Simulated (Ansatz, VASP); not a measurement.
## HfO2 in VASP and in Ansatz

```
Hf O
1.0
     5.05034    0.00000    0.00000
     0.00000    9.97890    0.00000
     0.00000    0.00000    5.21591
Hf O
8 16
Direct
  0.74576 0.88473 0.96427
  0.24576 0.61527 0.03573
  0.25424 0.38473 0.53573
  0.75424 0.11527 0.46427
  0.25424 0.11527 0.03573
  0.75424 0.38473 0.96427
  0.74576 0.61527 0.46427
  0.24576 0.88473 0.53573
  0.87243 0.79026 0.62487
  0.37243 0.70974 0.37513
  0.12757 0.29026 0.87513
  0.62757 0.20974 0.12487
  0.12757 0.20974 0.37513
  0.62757 0.29026 0.62487
  0.87243 0.70974 0.12487
  0.37243 0.79026 0.87513
  0.50256 0.97685 0.26167
  0.00256 0.52315 0.73833
  0.49744 0.47685 0.23833
  0.99744 0.02315 0.76167
  0.49744 0.02315 0.73833
  0.99744 0.47685 0.26167
  0.50256 0.52315 0.76167
  0.00256 0.97685 0.23833
```

Alike in both runs: functional PBEsol; k mesh 2 × 4 × 4; no spin polarisation.

Ansatz relaxed the structure, and its values are those at the end. VASP's run is a single point on that final structure, the one shown.

|  | VASP | Ansatz |
| --- | --- | --- |
| version | VASP 6.6.1 | Ansatz 0.2.0 |
| potentials or method | VASP PAW PBE potentials, release 64 (Hf_pv, O), cutoff 520 eV | scalar-relativistic, plane waves, PAW |
| occupations | gaussian, width 0.01 eV | fixed |
| valence electrons in the cell | 176 | 304 |

|  | VASP | Ansatz | Ansatz less VASP |
| --- | --- | --- | --- |
| gap on the k mesh at the Fermi level (eV) | 4.30 | 4.34 | +0.040 |
| least direct gap on the mesh (eV) | 4.43 | 4.47 | +0.045 |
| pressure (GPa) | -3.2 | 0.0 | +3.17 |
| rms of the force components (eV/Å) | 0.023 | 0.001 | -0.0224 |

VASP's potentials were made for PBE, not for PBEsol. VASP's potentials hold 176 valence electrons a cell and Ansatz's 304, so a difference there can come from the potentials and not from the codes.

The k mesh is coarse, so the values compare programs but aren't converged. Neither program's run includes spin-orbit coupling.
